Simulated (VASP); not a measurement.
ZnS (Wurtzite-2H), 4 atoms in the cell. Symmetry: P6_3mc, No. 186, hexagonal system. Conventional cell: a = 3.896 Å, b = 3.896 Å, c = 6.379 Å, α = 90.00°, β = 90.00°, γ = 120.00°. Zn (site symmetry 3m) has 4 S at 2.39 Å within 3.2 Å. Within 3.2 Å of S (site symmetry 3m) lie 4 Zn at 2.39 Å. 

| Item | Value |
| --- | --- |
| Program | VASP 6.6.1 |
| Task | single point |
| Functional | RPBE |
| Potentials or basis | VASP PAW PBE potentials, release 64 (Zn, S) |
| Cutoff | 520 eV |
| k mesh | 6 × 6 × 4 |
| Occupations | gaussian, width 0.01 eV |
| Spin | no spin polarisation |
| Dipole correction | no |
| Further INCAR settings | ALGO = Normal; EDIFF = 1e-06; NBANDS = 26 |

Potentials or basis: VASP PAW PBE potentials, release 64 (Zn, S).

The run is started by

```console
$ cat potpaw_PBE.64/Zn/POTCAR potpaw_PBE.64/S/POTCAR > POTCAR
$ mpirun -np 1 vasp_std > vasp.out
```

Hardware: 1 thread of Intel(R) Xeon(R) Platinum 8375C CPU @ 2.90GHz (Ice Lake), on a shared host.

Task: Estimate the wall time of this run.

Result: It took 55 s on 1 thread of Intel(R) Xeon(R) Platinum 8375C CPU @ 2.90GHz (Ice Lake) (shared host), peak memory 0.21 GiB. Counts: scf iterations 14, k points 21.
